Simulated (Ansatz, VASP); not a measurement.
## One calculation of SnO2, two programs

Contents of INCAR:

```
SYSTEM = SnO2
PREC = Accurate
ENCUT = 600
EDIFF = 1E-6
ISMEAR = 0
SIGMA = 0.1
LREAL = .FALSE.
LASPH = .TRUE.
NELM = 120
ALGO = Normal
ISIF = 2
LWAVE = .FALSE.
LCHARG = .FALSE.
NBANDS = 64
GGA_COMPAT = .FALSE.
```

The input KPOINTS:

```
Automatic mesh
0
G
  6 6 6
  0 0 0
```

The input POSCAR:

```
SnO2
1.0
   -5.3733100000      5.3733100000      1.6162330000
    5.3733100000     -5.3733100000      1.6162330000
    5.3733100000      5.3733100000     -1.6162330000
Sn O
4 8
Direct
    0.3510765000      0.1689325000      0.5200090000
    0.8310675000      0.3510765000      0.1821440000
    0.1689325000      0.6489235000      0.8178560000
    0.6489235000      0.8310675000      0.4799910000
    0.1610445000      0.4570395000      0.6180840000
    0.5429605000      0.1610445000      0.7040050000
    0.4570395000      0.8389555000      0.2959950000
    0.8389555000      0.5429605000      0.3819160000
    0.8450715000      0.7943985000      0.6394700000
    0.2056015000      0.8450715000      0.0506730000
    0.1549285000      0.2056015000      0.3605300000
    0.7943985000      0.1549285000      0.9493270000
```

Input for Ansatz:

```yaml
crystal:
  lattice:
    - [-5.37331, 5.37331, 1.616233]
    - [5.37331, -5.37331, 1.616233]
    - [5.37331, 5.37331, -1.616233]
  atoms:
    - { symbol: Sn, position: [0.3510765, 0.1689325, 0.520009] }
    - { symbol: Sn, position: [0.8310675, 0.3510765, 0.182144] }
    - { symbol: Sn, position: [0.1689325, 0.6489235, 0.817856] }
    - { symbol: Sn, position: [0.6489235, 0.8310675, 0.479991] }
    - { symbol: O, position: [0.1610445, 0.4570395, 0.618084] }
    - { symbol: O, position: [0.5429605, 0.1610445, 0.704005] }
    - { symbol: O, position: [0.4570395, 0.8389555, 0.295995] }
    - { symbol: O, position: [0.8389555, 0.5429605, 0.381916] }
    - { symbol: O, position: [0.8450715, 0.7943985, 0.63947] }
    - { symbol: O, position: [0.2056015, 0.8450715, 0.050673] }
    - { symbol: O, position: [0.1549285, 0.2056015, 0.36053] }
    - { symbol: O, position: [0.7943985, 0.1549285, 0.949327] }
basis:
  ecutwfc: 420
kpoints:
  mp_grid: { grid: [6, 6, 6] }
hamiltonian:
  xc: lda
scf:
  occupations: { method: gaussian, width: 0.1 }
output:
  forces: true
  stress: true
  eigenvalues: true
```

Alike in both runs: task single point; functional LDA; k mesh 6 × 6 × 6; occupations gaussian, width 0.1 eV; no spin polarisation.

|  | VASP | Ansatz |
| --- | --- | --- |
| version | VASP 6.6.1 | Ansatz 0.2.0 |
| potentials or method | VASP PAW LDA potentials, release 64 (Sn_d, O), cutoff 600 eV | scalar-relativistic, plane waves, PAW |
| valence electrons in the cell | 104 | 104 |

VASP gave:

- gap on the k mesh at the Fermi level (eV): 1.65
- least direct gap on the mesh (eV): 1.75
- pressure (GPa): -7.8
- traceless stress, the component that is largest in VASP (GPa): -1.25
- rms of the force components (eV/Å): 0.278

Q: Which values does Ansatz return?

A: gap on the k mesh at the Fermi level (eV): 1.64; least direct gap on the mesh (eV): 1.73; pressure (GPa): -8.4; traceless stress, the component that is largest in VASP (GPa): -1.45; rms of the force components (eV/Å): 0.298.

LDA's correlation is that of Perdew and Zunger in VASP and of Perdew and Wang (1992) in Ansatz. Atom by atom the forces differ by 0.021 eV/Å (rms over components).
